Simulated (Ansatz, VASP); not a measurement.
Ru: VASP beside Ansatz

```xyz
2
Lattice="2.5661 0.0000 0.0000 -1.2831 2.2223 0.0000 0.0000 0.0000 4.0394" Properties=species:S:1:pos:R:3 pbc="T T T"
Ru    0.0000    1.4816    1.0098
Ru    1.2831    0.7408    3.0295
```

Alike in both runs: task single point; functional LDA; k mesh 22 × 22 × 12; occupations fermi-dirac, width 0.05 eV; collinear spin.

|  | VASP | Ansatz |
| --- | --- | --- |
| version | VASP 6.6.1 | Ansatz 0.2.0 |
| potentials or method | VASP PAW LDA potentials, release 64 (Ru_pv), cutoff 520 eV | plane waves (420 eV) with PAW, scalar-relativistic |
| valence electrons in the cell | 28 | 32 |

```csv
,VASP,Ansatz,Ansatz less VASP
net moment per atom (μB),0.00,0.00,0.000
```

Ansatz warns that its potentials were made for another functional, while VASP's fit it. LDA's correlation is that of Perdew and Zunger in VASP and of Perdew and Wang (1992) in Ansatz. VASP's potentials hold 28 valence electrons a cell and Ansatz's 32, so a difference there can come from the potentials and not from the codes. Ansatz's warnings: seeded moment not kept.
